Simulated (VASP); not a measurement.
# TePb (I4/mmm) in VASP: notebook

TePb is run at these levels: PBEsol; tasks: single point.

All numbers are computed with VASP 6.6.1; they aren't measurements. Logs are shortened: lines on timing, memory, paths and dates and some standing lists are left out, and cuts for length are marked.

## (1) The cell of the first run

The structure is tetragonal, space group I4/mmm (No. 139). Conventional cell: a = 5.123 Å, b = 5.123 Å, c = 5.122 Å, α = 90.00°, β = 90.00°, γ = 90.00°. Within 3.4 Å of Te (site symmetry 4/mmm) lie 2 Pb at 2.56 Å. Pb (site symmetry 4/mmm) has 2 Te at 2.56 Å within 3.4 Å.

## (2) Single point, PBEsol

Contents of INCAR:

```
SYSTEM = TePb
ALGO = Normal
EDIFF = 1E-6
ENCUT = 520
GGA = PS
ISIF = 2
ISMEAR = 0
LASPH = .TRUE.
LCHARG = .FALSE.
LREAL = .FALSE.
LWAVE = .FALSE.
NBANDS = 17
NELM = 60
PREC = Accurate
SIGMA = 0.05
```

Contents of KPOINTS:

```
k-points
0
G
  8 8 8
  0 0 0
```

Contents of POSCAR:

```
TePb
1.0
    0.0000000000      3.6223673787      2.5610137367
    3.6223673787      0.0000000000      2.5610137367
    3.6223673787      3.6223673787      0.0000000000
Te Pb
1 1
Direct
    0.5000000000      0.5000000000      0.5000000000
    0.0000000000      0.0000000000      0.0000000000
```

Potentials or basis: VASP PAW PBE potentials, release 64 (Te, Pb_d).

Launch:

```bash
$ cat potpaw_PBE.64/Te/POTCAR potpaw_PBE.64/Pb_d/POTCAR > POTCAR
$ mpirun -np 1 vasp_std > vasp.out
```

OUTCAR:

```text
SYSTEM = TePb
   EDIFF = 1E-6
   ENCUT = 520
   GGA = PS
   ISIF = 2
   ISMEAR = 0
   LASPH = .TRUE.
   LREAL = .FALSE.
   NELM = 60
   PREC = Accurate

 ion  position               nearest neighbor table
   1  0.500  0.500  0.500-   2 2.56   2 2.56   2 3.62   2 3.62   2 3.62   2 3.62
   2  0.000  0.000  0.000-   1 2.56   1 2.56   1 3.62   1 3.62   1 3.62   1 3.62

  LATTYP: Found a body centered tetragonal cell.
 ALAT       =     5.1228010749
 C/A-ratio  =     0.9998489886

  Lattice vectors:

 A1 = (   0.0000000000,  -3.6223673787,  -2.5610137367)
 A2 = (   0.0000000000,   3.6223673787,  -2.5610137367)
 A3 = (   3.6223673787,   0.0000000000,   2.5610137367)

Analysis of symmetry for initial positions (statically):
=====================================================================
 Subroutine PRICEL returns:
 Original cell was already a primitive cell.

 Routine SETGRP: Setting up the symmetry group for a
 body centered tetragonal supercell.

 Subroutine GETGRP returns: Found 16 space group operations
 (whereof 16 operations were pure point group operations)
 out of a pool of 16 trial point group operations.

The static configuration has the point symmetry D_4h.

Analysis of symmetry for dynamics (positions and initial velocities):
=====================================================================
 Subroutine PRICEL returns:
 Original cell was already a primitive cell.

 Routine SETGRP: Setting up the symmetry group for a
 body centered tetragonal supercell.

 Subroutine GETGRP returns: Found 16 space group operations
 (whereof 16 operations were pure point group operations)
 out of a pool of 16 trial point group operations.

The dynamic configuration has the point symmetry D_4h.

 Subroutine INISYM returns: Found 16 space group operations
 (whereof 16 operations are pure point group operations),
 and found     1 'primitive' translations

----------------------------------------------------------------------------------------

                                     Primitive cell

  volume of cell :      67.2089

  direct lattice vectors                    reciprocal lattice vectors
     0.000000000  3.622367379  2.561013737    -0.138031278  0.138031278  0.195235189
     3.622367379  0.000000000  2.561013737     0.138031278 -0.138031278  0.195235189
     3.622367379  3.622367379  0.000000000     0.138031278  0.138031278 -0.195235189

  length of vectors
     4.436252561  4.436252561  5.122801075     0.276083405  0.276083405  0.276083405

  position of ions in fractional coordinates (direct lattice)
     0.500000000  0.500000000  0.500000000
     0.000000000  0.000000000  0.000000000

  ion indices of the primitive-cell ions
   primitive index   ion index
                 1           1
                 2           2

----------------------------------------------------------------------------------------

 KPOINTS: k-points

Automatic generation of k-mesh.
 Grid dimensions read from file:
 generate k-points for:    8    8    8

 Generating k-lattice:

  Cartesian coordinates                     Fractional coordinates (reciprocal lattice)
    -0.017253910  0.017253910  0.024404399     0.125000000 -0.000000000  0.000000000
     0.017253910 -0.017253910  0.024404399    -0.000000000  0.125000000  0.000000000
     0.017253910  0.017253910 -0.024404399     0.000000000  0.000000000  0.125000000

  Length of vectors
     0.034510426  0.034510426  0.034510426

  Shift w.r.t. Gamma in fractional coordinates (k-lattice)
     0.000000000  0.000000000  0.000000000

 Subroutine IBZKPT returns following result:
 ===========================================

 Found     59 irreducible k-points:

 Following reciprocal coordinates:
            Coordinates               Weight
  0.000000  0.000000  0.000000      1.000000
  0.125000 -0.000000  0.000000      8.000000
  0.250000 -0.000000  0.000000      8.000000
  0.375000 -0.000000  0.000000      8.000000
  0.500000 -0.000000  0.000000      4.000000
  0.125000  0.125000  0.000000      2.000000
[... 16 lines left out ...]
  0.250000 -0.000000  0.125000     16.000000
  0.375000 -0.000000  0.125000     16.000000
 [... further k-points ...]
   k-points           NKPTS =     59   k-points in BZ     NKDIM =     59   number of bands    NBANDS=     17
   number of dos      NEDOS =    301   number of ions     NIONS =      2
   total plane-waves  NPLWV =  51840
   dimension x,y,z NGX =    36 NGY =   36 NGZ =   40
   dimension x,y,z NGXF=    72 NGYF=   72 NGZF=   80
   ions per type =               1   1
   NGX,Y,Z   is equivalent  to a cutoff of  13.49, 13.49, 12.98 a.u.
   NGXF,Y,Z  is equivalent  to a cutoff of  26.98, 26.98, 25.96 a.u.
 SYSTEM =  TePb
   PREC   = accura    normal or accurate (medium, high low for compatibility)
   ISTART =      0    job   : 0-new  1-cont  2-samecut
   ICHARG =      2    charge: 1-file 2-atom 10-const
   ISPIN  =      1    spin polarized calculation?
   LNONCOLLINEAR =      F non collinear calculations
   LSORBIT =      F    spin-orbit coupling
   LASPH  =      T    aspherical Exc in radial PAW
   ENCUT  =  520.0 eV  38.22 Ry    6.18 a.u.   8.25  8.25  9.53*2*pi/ulx,y,z
   NELM   =     60;   NELMIN=  2; NELMDL= -5     # of ELM steps
   EDIFF  = 0.1E-05   stopping-criterion for ELM
   LREAL  =      F    real-space projection
   EDIFFG = 0.1E-04   stopping-criterion for IOM
   NSW    =      0    number of steps for IOM
   IBRION =     -1    ionic relax: 0-MD 1-quasi-New 2-CG
   NFREE  =      0    steps in history (QN), initial steepest desc. (CG)
   ISIF   =      2    stress and relaxation
   ISYM   =      2    0-nonsym 1-usesym 2-fastsym
   POTIM  = 0.5000    time-step for ionic-motion
   TEBEG  =    0.0;   TEEND  =   0.0 temperature during run
   PSTRESS=    0.0 pullay stress
   NELECT =      20.0000    total number of electrons
   NUPDOWN=      -1.0000    fix difference up-down
   EMIN   =  10.00;   EMAX   =-10.00  energy-range for DOS
   EFERMI =   0.00;   METHOD = LEGACY
   ISMEAR =     0;   SIGMA  =   0.05  broadening in eV -4-tet -1-fermi 0-gaus
   EFERMI_NEDOS =   21; number of points for ismear=-14 and -15
   IALGO  =     38    algorithm
   IMIX   =      4    mixing-type and parameters
     AMIX     =   0.40;   BMIX     =  1.00
     AMIX_MAG =   1.60;   BMIX_MAG =  1.00
  volume/ion in A,a.u.               =      33.60       226.77
  Fermi-wavevector in a.u.,A,eV,Ry     =   1.092972  2.065418 16.253366  1.194589
  Thomas-Fermi vector in A             =   2.229249
   LORBIT       =      0    0 simple, 1 ext, 2 COOP (PROOUT), +10 PAW based schemes
   GGA     = PS    functional components
   LHFCALC =     F    Hartree Fock is set to
   AEXX    =    0.0000 exact exchange contribution
   IVDW    =     0    specifies the selected vdW correction
   LEPSILON=     F    determine dielectric tensor
   LRPA    =     F    only Hartree local field effects (RPA)
 non-spin polarized calculation
 Gauss-broadening in eV      SIGMA  =   0.05
  energy-cutoff  :      520.00
  volume of cell :       67.21
 maximum number of plane-waves:      1865
 NGX is ok and might be reduce to    36
   NGX = 17   NGY = 17   NGZ = 19

 number of electron      20.0000001 magnetization

 Free energy of the ion-electron system (eV)
  ---------------------------------------------------
  ext. energy  EPLUGINS =         0.00000000
  ---------------------------------------------------
  free energy    TOTEN  =        -5.89268077 eV

  energy without entropy =       -5.89065935  energy(sigma->0) =       -5.89167006

 E-fermi :   6.4848     XC(G=0):  -9.3596

 val. band max:        6.4353903006   @ k =   0.5000   0.0000   0.1250
 cond. band min:       6.5014682312   @ k =   0.3750   0.1250   0.0000
 fundamental gap:      0.0660779306
 Fermi energy:         6.4847548019

 k-point     1 :       0.0000    0.0000    0.0000
  band No.  band energies     occupation
      1     -11.8407      2.00000
      2     -11.3698      2.00000
      3     -11.3698      2.00000
      4     -11.2559      2.00000
      5     -11.2313      2.00000
      6      -7.1948      2.00000
[... 9 lines left out ...]
     16      11.3179      0.00000
     17      13.1751      0.00000

 k-point     2 :       0.1250   -0.0000    0.0000
  band No.  band energies     occupation
      1     -11.8282      2.00000
      2     -11.3701      2.00000
      3     -11.3700      2.00000
      4     -11.2538      2.00000
      5     -11.2322      2.00000
      6      -7.0863      2.00000
[... 9 lines left out ...]
     16      12.0518      0.00000
     17      12.4626      0.00000

 k-point     3 :       0.2500   -0.0000    0.0000
  band No.  band energies     occupation
      1     -11.7990      2.00000
      2     -11.3715      2.00000
      3     -11.3713      2.00000
      4     -11.2477      2.00000
      5     -11.2343      2.00000
      6      -6.7649      2.00000
[... 9 lines left out ...]
     16      13.2227      0.00000
     17      13.6717      0.00000

 k-point     4 :       0.3750   -0.0000    0.0000
  band No.  band energies     occupation
      1     -11.7707      2.00000
      2     -11.3742      2.00000
      3     -11.3728      2.00000
      4     -11.2405      2.00000
      5     -11.2363      2.00000
      6      -6.2826      2.00000
[... 9 lines left out ...]
     16      14.5629      0.00000
     17      15.2610      0.00000
[... 343 lines left out ...]
      1     -11.8452      2.00000
      2     -11.3706      2.00000
      3     -11.3643      2.00000
      4     -11.2544      2.00000
      5     -11.2316      2.00000
      6      -7.0860      2.00000
[... 9 lines left out ...]
     16      12.5063      0.00000
     17      13.6781      0.00000

 k-point    23 :       0.2500   -0.0000    0.1250
  band No.  band energies     occupation
      1     -11.8365      2.00000
      2     -11.3715      2.00000
      3     -11.3611      2.00000
      4     -11.2509      2.00000
      5     -11.2328      2.00000
      6      -6.8797      2.00000
[... 9 lines left out ...]
     16      13.4715      0.00000
     17      13.9951      0.00000

 k-point    24 :       0.3750   -0.0000    0.1250
  band No.  band energies     occupation
      1     -11.8080      2.00000
      2     -11.3729      2.00000
      3     -11.3630      2.00000
      4     -11.2446      2.00000
      5     -11.2348      2.00000
      6      -6.4954      2.00000
[... 9 lines left out ...]
     16      13.6374      0.00000
     17      14.1107      0.00000

 [... further k-points ...]

------------------------ aborting loop because EDIFF is reached ----------------------------------------

  FORCE on cell =-STRESS in cart. coord.  units (eV):
  Direction    XX          YY          ZZ          XY          YZ          ZX
  --------------------------------------------------------------------------------------
  -------------------------------------------------------------------------------------
  Total       -1.4150926     -1.4150926     20.1570461      0.0000000     -0.0000000      0.0000000
  in kB      -33.7340563    -33.7340563    480.5190172      0.0000000     -0.0000000      0.0000000
  external PRESSURE =     137.6836349 kB  Pullay stress =       0.0000000 kB

 VOLUME and BASIS-vectors are now :
 -----------------------------------------------------------------------------
  energy-cutoff  :      520.00
  volume of cell :       67.21
      direct lattice vectors                 reciprocal lattice vectors
     0.000000000  3.622367379  2.561013737    -0.138031278  0.138031278  0.195235189
     3.622367379  0.000000000  2.561013737     0.138031278 -0.138031278  0.195235189
     3.622367379  3.622367379  0.000000000     0.138031278  0.138031278 -0.195235189

 POSITION                                       TOTAL-FORCE (eV/Angst)
 -----------------------------------------------------------------------------------
      3.62237      3.62237      2.56101         0.000000     -0.000000      0.000000
      0.00000      0.00000      0.00000        -0.000000      0.000000      0.000000
 -----------------------------------------------------------------------------------
    total drift:                                0.000000      0.000000      0.000000

  FREE ENERGIE OF THE ION-ELECTRON SYSTEM (eV)
  ---------------------------------------------------
  free  energy   TOTEN  =        -5.8926807675 eV

  energy  without entropy=       -5.8906593541  energy(sigma->0) =       -5.89167006
```

Run time: 54 s. Hardware: 1 thread of Intel Xeon Platinum 8259CL at 2.50GHz (Skylake/Cascade Lake), shared host; peak memory 0.25 GiB.

Results:

* Free energy: -5.8927 eV
* Pressure: 13.8 GPa
* Band gap on the k mesh: zero (bands 10 and 11 overlap by 2.44 eV)

Caveat: the cell stands under pressure; the PAW data sets were made with another functional, which shifts forces and pressure a little; spin-orbit coupling is left out, which moves the levels of the heavy elements.

[end of part 1 of 2]
